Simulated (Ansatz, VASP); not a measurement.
**Two plane-wave programs on Au**

```
CELL_PARAMETERS angstrom
0.00000 2.07618 2.04550
2.07618 0.00000 2.04550
2.07618 2.07618 0.00000
ATOMIC_POSITIONS crystal
Au 0.00000 0.00000 0.00000
```

Change from the starting cell: strain +0.015 along x and y, +0.000 along z, atoms carried along.

Alike in both runs: task single point; functional PBE; k mesh 20 × 20 × 20; occupations gaussian, width 0.15 eV; no spin polarisation.

|  | VASP | Ansatz |
| --- | --- | --- |
| version | VASP 6.6.1 | Ansatz 0.2.0 |
| potentials or method | VASP PAW PBE potentials, release 64 (Au), cutoff 520 eV | scalar-relativistic, plane waves, PAW |
| valence electrons in the cell | 11 | 19 |

```tsv
	VASP	Ansatz	Ansatz less VASP
gap on the k mesh at the Fermi level (eV)	none	none	-
pressure (GPa)	2.7	2.8	+0.19
traceless stress, the component that is largest in VASP (GPa)	0.26	0.27	+0.002
```

A gap of «none» marks a metal or a gap that the smearing closes. VASP's potentials hold 11 valence electrons a cell and Ansatz's 19, so a difference there can come from the potentials and not from the codes.

Spin-orbit coupling is off throughout.
